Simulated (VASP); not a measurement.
PtSe2: electric field gradients with PBE

The system is PtSe2.

```xyz
3
Lattice="3.7515 0.0000 0.0000 -1.8758 3.2489 0.0000 0.0000 0.0000 6.5219" Properties=species:S:1:pos:R:3 pbc="T T T"
Pt    0.0000    0.0000    0.0000
Se    0.0000    2.1659    1.3067
Se    1.8758    1.0830    5.2152
```

```json
{"Program": "VASP 6.6.1", "Task": "electric field gradients", "Functional": "PBE", "Potentials or basis": "VASP PAW PBE potentials, release 64 (Pt, Se)", "Cutoff": "520 eV", "k mesh": "11 × 11 × 7", "Occupations": "fermi-dirac, width 0.05 eV", "Spin": "no spin polarisation", "Dipole correction": "no", "Further INCAR settings": "ALGO = Normal; EDIFF = 1e-08; NBANDS = 18"}
```

```
Pressure                                : 0.0 GPa
Band gap on the k mesh                  : 0.88 eV (least direct gap 1.14 eV)
Largest electric field gradient by atom : Pt +115.2; Se -91.8 V/Å²
```

Forces in eV/Å, atoms in the order of the input:
```
Pt   0.000  0.000  0.000
Se   0.000  0.000 -0.002
Se   0.000  0.000  0.002
```

Levels at points of the mesh, in eV from the valence-band top:
```tsv
k point	band 9	band 10	band 11	band 12	band 13	band 14
(0.00, 0.00, 0.00)	-0.28	-0.28	-0.24	2.63	2.63	4.16
```

Electric field gradients, principal values (V/Å²):
```
atom    least   middle  greatest (by size)
1 Pt  -57.584  -57.584             115.168
2 Se   45.887   45.888             -91.776
3 Se   45.887   45.888             -91.776
```

Run time: 3.9 min on 1 thread of Intel Xeon 8259CL (shared host), peak memory 0.28 GiB.

Caveat: without QUAD_EFG the Cq values of the log hold for a quadrupole moment of 1 mb, not for the nuclei; spin-orbit coupling is left out, which moves the levels of the heavy elements; this functional lacks dispersion, which binds layers or chains, so the pressure and a relaxed spacing across them are unreliable. A k mesh can miss the band edges.
